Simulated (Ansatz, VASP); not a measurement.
# Pt: VASP beside Ansatz

```
CELL_PARAMETERS angstrom
2.70796 0.00000 0.00000
-1.35398 2.34516 0.00000
0.00000 0.00000 4.67816
ATOMIC_POSITIONS crystal
Pt 0.66667 0.33333 0.75000
Pt 0.33333 0.66667 0.25000
```

Alike in both runs: functional LDA; k mesh 18 × 18 × 10; occupations gaussian, width 0.1 eV; no spin polarisation.

Ansatz relaxed the structure, and its values are those at the end. VASP's run is a single point on that final structure, the one shown.

|  | VASP | Ansatz |
| --- | --- | --- |
| version | VASP 6.6.1 | Ansatz 0.2.0 |
| potentials or method | VASP PAW LDA potentials, release 64 (Pt), cutoff 520 eV | scalar-relativistic, plane waves, PAW |
| valence electrons in the cell | 20 | 36 |

VASP gave:

```
gap on the k mesh at the Fermi level (eV) : none
pressure (GPa)                            : 0.7
```

Q: Estimate Ansatz's values.

A: gap on the k mesh at the Fermi level (eV): none; pressure (GPa): 0.0.

LDA's correlation is that of Perdew and Zunger in VASP and of Perdew and Wang (1992) in Ansatz. A gap of «none» marks a metal or a gap that the smearing closes. VASP's potentials hold 20 valence electrons a cell and Ansatz's 36, so a difference there can come from the potentials and not from the codes.

Neither program's run includes spin-orbit coupling.
